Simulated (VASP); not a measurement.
# CuO (Cccm) in VASP: a series of runs

The runs below take CuO through single point, with PBEsol, PBE.

All numbers are computed with VASP 6.6.1; they aren't measurements. Logs are shortened: lines on timing, memory, paths and dates and some standing lists are left out, and cuts for length are marked.

## Step 1: The cell of the first run

Symmetry: Cccm, No. 66, orthorhombic system. Conventional cell: a = 3.901 Å, b = 4.219 Å, c = 5.051 Å, α = 90.00°, β = 90.00°, γ = 90.00°. Cu (site symmetry 2/m) has 4 O at 1.91 Å within 2.5 Å. O (site symmetry 222) has 4 Cu at 1.91 Å and 2 O at 2.53 Å within 2.6 Å.

## Step 2: Single point, PBEsol

Input file INCAR:

```
PREC = Accurate ; ENCUT = 820
EDIFF = 1E-6 ; ISMEAR = -1
SIGMA = 0.05 ; LREAL = False
LASPH = True ; NELM = 120
ALGO = Normal ; ISIF = 2
LWAVE = False ; LCHARG = False
GGA = PS ; NBANDS = 33
GGA_COMPAT = False
```

Input file KPOINTS:

```
Automatic mesh
0
Gamma
  9 9 5
```

Input file POSCAR:

```
CuO
1.0
    1.9503245957     -2.1095876644      0.0000000000
    1.9503245957      2.1095876644      0.0000000000
    0.0000000000      0.0000000000      5.0506754463
Cu O
2 2
Direct
    0.5000000000      0.0000000000      0.0000000000
    0.0000000000      0.5000000000      0.5000000000
    0.5000000000      0.5000000000      0.2500000000
    0.5000000000      0.5000000000      0.7500000000
```

Potentials or basis: VASP PAW PBE potentials, release 64 (Cu_sv_GW, O).

Command:

```console
cat potpaw_PBE.64/Cu_sv_GW/POTCAR potpaw_PBE.64/O/POTCAR > POTCAR
mpirun -np 1 vasp_std > vasp.out
```

OUTCAR:

```text
PREC = Accurate
   ENCUT = 820
   EDIFF = 1E-6
   ISMEAR = -1
   LREAL = False
   LASPH = True
   NELM = 120
   ISIF = 2
   GGA = PS

 ion  position               nearest neighbor table
   1  0.500  0.000  0.000-   3 1.91   4 1.91   3 1.91   4 1.91
   2  0.000  0.500  0.500-   3 1.91   4 1.91   3 1.91   4 1.91
   3  0.500  0.500  0.250-   1 1.91   2 1.91   1 1.91   2 1.91
   4  0.500  0.500  0.750-   1 1.91   2 1.91   1 1.91   2 1.91

  LATTYP: Found a base centered orthorhombic cell.
 ALAT       =     3.9006491914
 B/A-ratio  =     1.0816597755
 C/A-ratio  =     1.2948294498

  Lattice vectors:

 A1 = (   1.9503245957,  -2.1095876644,   0.0000000000)
 A2 = (   1.9503245957,   2.1095876644,   0.0000000000)
 A3 = (   0.0000000000,   0.0000000000,   5.0506754463)

Analysis of symmetry for initial positions (statically):
=====================================================================
 Subroutine PRICEL returns:
 Original cell was already a primitive cell.

 Routine SETGRP: Setting up the symmetry group for a
 base centered orthorhombic supercell.

 Subroutine GETGRP returns: Found  8 space group operations
 (whereof  4 operations were pure point group operations)
 out of a pool of  8 trial point group operations.

The static configuration has the point symmetry C_2h.
 The point group associated with its full space group is D_2h.

Analysis of symmetry for dynamics (positions and initial velocities):
=====================================================================
 Subroutine PRICEL returns:
 Original cell was already a primitive cell.

 Routine SETGRP: Setting up the symmetry group for a
 base centered orthorhombic supercell.

 Subroutine GETGRP returns: Found  8 space group operations
 (whereof  4 operations were pure point group operations)
 out of a pool of  8 trial point group operations.

The dynamic configuration has the point symmetry C_2h.
 The point group associated with its full space group is D_2h.

 Subroutine INISYM returns: Found  8 space group operations
 (whereof  4 operations are pure point group operations),
 and found     1 'primitive' translations

[... 90 lines left out ...]
   ISTART =      0    job   : 0-new  1-cont  2-samecut
   ICHARG =      2    charge: 1-file 2-atom 10-const
   ISPIN  =      1    spin polarized calculation?
   LNONCOLLINEAR =      F non collinear calculations
   LSORBIT =      F    spin-orbit coupling
   LASPH  =      T    aspherical Exc in radial PAW
   ENCUT  =  820.0 eV  60.27 Ry    7.76 a.u.   6.71  6.71 11.79*2*pi/ulx,y,z
   NELM   =    120;   NELMIN=  2; NELMDL= -5     # of ELM steps
   EDIFF  = 0.1E-05   stopping-criterion for ELM
   LREAL  =      F    real-space projection
   EDIFFG = 0.1E-04   stopping-criterion for IOM
   NSW    =      0    number of steps for IOM
   IBRION =     -1    ionic relax: 0-MD 1-quasi-New 2-CG
   NFREE  =      0    steps in history (QN), initial steepest desc. (CG)
   ISIF   =      2    stress and relaxation
   ISYM   =      2    0-nonsym 1-usesym 2-fastsym
   POTIM  = 0.5000    time-step for ionic-motion
   TEBEG  =    0.0;   TEEND  =   0.0 temperature during run
   PSTRESS=    0.0 pullay stress
   NELECT =      50.0000    total number of electrons
   NUPDOWN=      -1.0000    fix difference up-down
   EMIN   =  10.00;   EMAX   =-10.00  energy-range for DOS
   EFERMI =   0.00;   METHOD = LEGACY
   ISMEAR =    -1;   SIGMA  =   0.05  broadening in eV -4-tet -1-fermi 0-gaus
   EFERMI_NEDOS =   21; number of points for ismear=-14 and -15
   IALGO  =     38    algorithm
   IMIX   =      4    mixing-type and parameters
     AMIX     =   0.40;   BMIX     =  1.00
     AMIX_MAG =   1.60;   BMIX_MAG =  1.00
  volume/ion in A,a.u.               =      10.39        70.12
  Fermi-wavevector in a.u.,A,eV,Ry     =   1.741153  3.290301 41.247594  3.031613
  Thomas-Fermi vector in A             =   2.813665
   LORBIT       =      0    0 simple, 1 ext, 2 COOP (PROOUT), +10 PAW based schemes
   GGA     = PS    functional components
   LHFCALC =     F    Hartree Fock is set to
   AEXX    =    0.0000 exact exchange contribution
   IVDW    =     0    specifies the selected vdW correction
   LEPSILON=     F    determine dielectric tensor
   LRPA    =     F    only Hartree local field effects (RPA)
 non-spin polarized calculation
  energy-cutoff  :      820.00
  volume of cell :       41.56
 maximum number of plane-waves:      2233
   NGX = 13   NGY = 13   NGZ = 23

 number of electron      50.0000013 magnetization

 Free energy of the ion-electron system (eV)
  ---------------------------------------------------
  ext. energy  EPLUGINS =         0.00000000
  ---------------------------------------------------
  free energy    TOTEN  =       -21.66024782 eV

  energy without entropy =      -21.64137721  energy(sigma->0) =      -21.65081252

 E-fermi :   5.5703     XC(G=0): -12.3205

 val. band max:        5.5380518330   @ k =   0.4444   0.3333   0.4000
 cond. band min:       5.5715034604   @ k =   0.2222   0.1111   0.0000
 fundamental gap:      0.0334516275
 Fermi energy:         5.5702890565

 k-point     1 :       0.0000    0.0000    0.0000
  band No.  band energies     occupation
      1    -107.0314      2.00000
      2    -107.0308      2.00000
      3     -64.6765      2.00000
      4     -64.6762      2.00000
      5     -64.6369      2.00000
      6     -64.6293      2.00000
[... 853 lines left out ...]
     32      17.3171      0.00000
     33      17.3702      0.00000

 [... further k-points ...]

------------------------ aborting loop because EDIFF is reached ----------------------------------------

  FORCE on cell =-STRESS in cart. coord.  units (eV):
  Direction    XX          YY          ZZ          XY          YZ          ZX
  --------------------------------------------------------------------------------------
  -------------------------------------------------------------------------------------
  Total        0.8740828      0.6876708      1.2576571     -0.0000000      0.0000000      0.0000000
  in kB       33.6960696     26.5098469     48.4829326     -0.0000000      0.0000000      0.0000000
  external PRESSURE =      36.2296164 kB  Pullay stress =       0.0000000 kB

 VOLUME and BASIS-vectors are now :
 -----------------------------------------------------------------------------
  energy-cutoff  :      820.00
  volume of cell :       41.56
      direct lattice vectors                 reciprocal lattice vectors
     1.950324596 -2.109587664  0.000000000     0.256367582 -0.237013142  0.000000000
     1.950324596  2.109587664  0.000000000     0.256367582  0.237013142  0.000000000
     0.000000000  0.000000000  5.050675446     0.000000000  0.000000000  0.197993320

 POSITION                                       TOTAL-FORCE (eV/Angst)
 -----------------------------------------------------------------------------------
      0.97516     -1.05479      0.00000         0.000000      0.000000      0.000000
      0.97516      1.05479      2.52534         0.000000     -0.000000      0.000000
      1.95032      0.00000      1.26267         0.000000     -0.000000     -0.000000
      1.95032      0.00000      3.78801         0.000000      0.000000      0.000000
 -----------------------------------------------------------------------------------
    total drift:                                0.000000      0.000000     -0.000000

  FREE ENERGIE OF THE ION-ELECTRON SYSTEM (eV)
  ---------------------------------------------------
  free  energy   TOTEN  =       -21.6602478223 eV

  energy  without entropy=      -21.6413772139  energy(sigma->0) =      -21.65081252
```

OSZICAR:

```text
N       E                     dE             d eps       ncg     rms          rms(c)
DAV:   1     0.107000260868E+04    0.10700E+04   -0.40186E+04  7687   0.588E+03
DAV:   2     0.867412541996E+02   -0.98326E+03   -0.94550E+03  8229   0.138E+03
DAV:   3    -0.226541677467E+02   -0.10940E+03   -0.10665E+03  9520   0.517E+02
DAV:   4    -0.275839271108E+02   -0.49298E+01   -0.49056E+01  8081   0.124E+02
DAV:   5    -0.277605067513E+02   -0.17658E+00   -0.17645E+00  8564   0.207E+01    0.180E+01
DAV:   6    -0.264738387232E+02    0.12867E+01   -0.50580E+01  8580   0.370E+02    0.169E+01
DAV:   7    -0.216062899223E+02    0.48675E+01   -0.16979E+01  8020   0.301E+02    0.403E+00
DAV:   8    -0.216812033067E+02   -0.74913E-01   -0.15241E+00  7756   0.114E+01    0.205E+00
DAV:   9    -0.216621783378E+02    0.19025E-01   -0.65742E-02  9124   0.117E+01    0.424E-01
DAV:  10    -0.216601945696E+02    0.19838E-02   -0.62148E-03  8924   0.278E+00    0.177E-01
DAV:  11    -0.216602935807E+02   -0.99011E-04   -0.12614E-03  9436   0.932E-01    0.605E-02
DAV:  12    -0.216602494085E+02    0.44172E-04   -0.21183E-04  8508   0.241E-01    0.144E-02
DAV:  13    -0.216602476289E+02    0.17796E-05   -0.24098E-05  8028   0.193E-01    0.563E-03
DAV:  14    -0.216602478223E+02   -0.19337E-06   -0.38410E-07  3796   0.512E-02
   1 F= -.21660248E+02 E0= -.21650813E+02  d E =-.188706E-01
```

stdout:

```text
POSCAR found type information on POSCAR CuO
 POSCAR found :  2 types and       4 ions
 scaLAPACK will be used
 -----------------------------------------------------------------------------
|                                                                             |
|                                                                             |
|     You enforced a specific xc type in the INCAR file but a different       |
|     I HOPE YOU KNOW WHAT YOU ARE DOING!                                     |
|                                                                             |
 -----------------------------------------------------------------------------

 LDA part: xc-table for (Slater+PW92), standard interpolation
 POSCAR, INCAR and KPOINTS ok, starting setup
 FFT: planning ... GRIDC
 FFT: planning ... GRID_SOFT
 FFT: planning ... GRID
 WAVECAR not read
 entering main loop
```

Wall time 2.3 min (1 thread of Intel Xeon Platinum 8488C (Sapphire Rapids), shared host); peak memory 0.33 GiB.

Results:

- Free energy: -21.6602 eV
- Pressure: 3.6 GPa
- Band gap on the k mesh: zero (bands 25 and 26 overlap by 0.92 eV)

Caveat: the cell stands under pressure; the PAW data sets were made with another functional, which shifts forces and pressure a little; semilocal functionals often make such compounds metallic where correlation or magnetic order opens a gap, which also shifts bond lengths. With open d or f shells a metallic result of PBEsol can be an artefact of self-interaction; +U or a hybrid may open a gap.

(Continued in part 2 of 2.)

The gap in the log of VASP goes by the Fermi energy; the results here count the filled bands.